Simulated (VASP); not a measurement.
A run of VASP 6.6.1 is set up as follows.

The input INCAR:

```
SYSTEM = Se
  PREC = Accurate
  ENCUT = 500
  EDIFF = 1E-6
  ISMEAR = 0
  SIGMA = 0.02
  LREAL = .FALSE.
  LASPH = .TRUE.
  NELM = 120
  ALGO = Normal
  ISIF = 2
  LWAVE = .FALSE.
  LCHARG = .FALSE.
  GGA = PS
  NBANDS = 16
  GGA_COMPAT = .FALSE.
```

File KPOINTS:

```
Automatic mesh
0
G
  12 12 8
  0 0 0
```

The input POSCAR:

```
Se
1.0
    4.0907827637      0.0000000000      0.0000000000
   -2.0453913818      3.5427217947      0.0000000000
    0.0000000000      0.0000000000      5.0190351289
Se
3
Direct
    0.2482002816      0.0000000515      0.1666666861
    0.0000000515      0.2482002816      0.8333333139
    0.7517996669      0.7517996669      0.5000000000
```

Potentials or basis: VASP PAW PBE potentials, release 64 (Se).

Launch:

```console
$ cat potpaw_PBE.64/Se/POTCAR > POTCAR
$ mpirun -np 1 vasp_std > vasp.out
```

Problem. Estimate the band gap on the k mesh.

Solution. 0.61 eV (least direct gap 0.69 eV).

Problem. Estimate the pressure.

Solution. 0.6 GPa.

Problem. Estimate the largest force.

Solution. 0.035 eV/Å.

Stress tensor (GPa, compression positive):
```
0.14 0.00 0.00
0.00 0.14 0.00
0.00 0.00 1.54
```

Caveat: the cell differs from its parent crystal (uniaxial strain along c: -2.0 %, then relaxed in part); the PAW data sets were made with another functional, which shifts forces and pressure a little. A k mesh can miss the band edges.
